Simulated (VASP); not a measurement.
Runs of VASP 6.6.1 on SnTe (zincblende type). The structure is that of space group F-43m (No. 216), or close to it. The cells are those of the table. 

| task | cell | gap on the mesh (eV) | pressure (GPa) |
| --- | --- | --- | --- |
| electric field gradients | a = 4.997 Å, angles 60.0°, 2 atoms | - | (a) |
| single point | a = 5.101 Å, angles 60.0°, 2 atoms | 0.20 | 0.0 |
| electric field gradients | a = 5.101 Å, angles 60.0°, 2 atoms | 0.20 | 0.0 |
| electric field gradients | a = 5.066 Å, angles 60.0°, 2 atoms | 0.15 | 0.5 |

Alike in all rows: level PBE; potentials or basis VASP PAW PBE potentials, release 64 (Sn_d, Te); no spin polarisation; k mesh 9 × 9 × 9; cutoff (eV) 520; smearing fermi-dirac 0.05 eV.

Task: Estimate the missing entries.

Result: (a) 1.7.

Caveats: spin-orbit coupling is left out, which moves the levels of the heavy elements.

A k mesh can miss the band edges, and the runs leave out spin-orbit coupling on Sn, Te.
